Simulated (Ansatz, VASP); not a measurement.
# Ag in VASP and in Ansatz

INCAR

```
  PREC = Accurate
  ENCUT = 520
  EDIFF = 1E-7
  ISMEAR = 0
  SIGMA = 0.1
  LREAL = F
  LASPH = T
  NELM = 60
  ALGO = Normal
  ISIF = 2
  LWAVE = F
  LCHARG = T
  LDIPOL = T
  IDIPOL = 3
  DIPOL = 0.5 0.5 0.500
  GGA = PE
  LELF = T
  LVHAR = T
  LVACPOTAV = T
  NBANDS = 36
```

KPOINTS

```
Automatic mesh
0
Gamma
  21 21 1
```

POSCAR

```
Ag
1.0
    2.9299980800      0.0000000000      0.0000000000
   -1.4649990400      2.5374527700      0.0000000000
    0.0000000000      0.0000000000     26.5800001528
Ag
5
Direct
    0.3333333334      0.6666666667      0.3197893134
    0.6666666666      0.3333333334      0.4098946567
    0.3333333334      0.6666666667      0.4994760395
    0.6666666666      0.3333333334      0.5890619284
    0.3333333334      0.6666666667      0.6797955926
```

Input for Ansatz:

```yaml
crystal:
  lattice:
    - [2.92999808, 0.0, 0.0]
    - [-1.46499904, 2.53745277, 0.0]
    - [0.0, 0.0, 26.5800001528]
  atoms:
    - { symbol: Ag, position: [0.3333333334, 0.6666666667, 0.3197893134] }
    - { symbol: Ag, position: [0.6666666666, 0.3333333334, 0.4098946567] }
    - { symbol: Ag, position: [0.3333333334, 0.6666666667, 0.4994760395] }
    - { symbol: Ag, position: [0.6666666666, 0.3333333334, 0.5890619284] }
    - { symbol: Ag, position: [0.3333333334, 0.6666666667, 0.6797955926] }
basis:
  ecutwfc: 420.0
  fft_grid_basis: typed
kpoints:
  mp_grid: { grid: [21, 21, 1] }
hamiltonian:
  xc: pbe
  pseudopotentials: { kind: paw }
scf:
  occupations: { method: gaussian, width: 0.1 }
output:
  forces: true
  eigenvalues: true
  band_densities:
    - { e_range: [-2.0, -1.0] }
    - { e_range: [-1.0, -0.5] }
    - { e_range: [-0.5, -0.25] }
    - { e_range: [-0.25, 0.0] }
    - { e_range: [0.0, 0.25] }
    - { e_range: [0.25, 0.5] }
    - { e_range: [0.5, 1.0] }
    - { e_range: [1.0, 1.5] }
  band_residual_tolerance: 1.0e-05
  write_potential: true
  elf: true
  write_density: true
  volumetric_format: npy
efield:
  axis: 3
  dipole_correction: true
  ramp_width: 0.04
checkpoint:
  read: start.run
  write: ck
  compress: false
  write_wavefunctions: false
  write_every: 100000
```

Alike in both runs: task single point; functional PBE; k mesh 21 × 21 × 1; occupations gaussian, width 0.1 eV; no spin polarisation.

|  | VASP | Ansatz |
| --- | --- | --- |
| version | VASP 6.6.1 | Ansatz 0.2.0 |
| potentials or method | VASP PAW PBE potentials, release 64 (Ag), cutoff 520 eV | scalar-relativistic, plane waves, PAW |
| valence electrons in the cell | 55 | 95 |

Ansatz gave:

- gap on the k mesh at the Fermi level (eV): none
- rms of the force components (eV/Å): 0.032
- work function, face that differs most (eV): 4.49

Q: Estimate VASP's values.

A: gap on the k mesh at the Fermi level (eV): none; rms of the force components (eV/Å): 0.032; work function, face that differs most (eV): 4.48.

Atom by atom the forces differ by 0.001 eV/Å (rms over components). A gap of «none» marks a metal or a gap that the smearing closes. VASP's potentials hold 55 valence electrons a cell and Ansatz's 95, so a difference there can come from the potentials and not from the codes. Ansatz's warnings: published levels not confirmed, xc potential rough in thin density.
